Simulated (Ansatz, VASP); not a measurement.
# One calculation of Si16O, two programs

```xyz
17
Lattice="0.0000 5.4300 5.4300 5.4300 0.0000 5.4300 5.4300 5.4300 0.0000" Properties=species:S:1:pos:R:3 pbc="T T T"
Si   -0.0502    0.2804   -0.2302
Si    1.3142    1.4206    1.3160
Si    2.7313    2.7582    0.0151
Si    4.0922    4.2907    1.0939
Si    2.6749    0.0343    2.6467
Si    3.9814    1.5764    3.8539
Si    5.7752    2.5571    2.7577
Si    6.8374    4.1124    4.1090
Si    0.0471    2.7745    2.7573
Si    1.3817    4.1332    4.1360
Si    3.0142    5.2875    2.8899
Si    4.2143    6.8412    4.1942
Si    2.7310    2.7390    5.4738
Si    4.1066    4.0971    6.8131
Si    5.5497    5.4468    5.5424
Si    7.1118    6.5774    6.9003
O     5.4770    8.8394    6.7919
```

Alike in both runs: functional PBEsol; k mesh 2 × 2 × 2; occupations fermi-dirac, width 0.05 eV; collinear spin.

Ansatz relaxed the structure, and its values are those at the end. VASP's run is a single point on that final structure, the one shown.

|  | VASP | Ansatz |
| --- | --- | --- |
| version | VASP 6.6.1 | Ansatz 0.2.0 |
| potentials or method | VASP PAW PBE potentials, release 64 (Si, O), cutoff 520 eV | scalar-relativistic, plane waves, PAW |
| valence electrons in the cell | 70 | 70 |

|  | VASP | Ansatz | Ansatz less VASP |
| --- | --- | --- | --- |
| rms of the force components (eV/Å) | 0.021 | 0.008 | -0.0127 |
| net moment per atom (μB) | 0.00 | 0.00 | 0.000 |

VASP's potentials were made for PBE, not for PBEsol, and Ansatz warns of the same on its side. Ansatz's warnings: seeded moment not kept.

The k mesh is coarse, so the values compare programs but aren't converged.
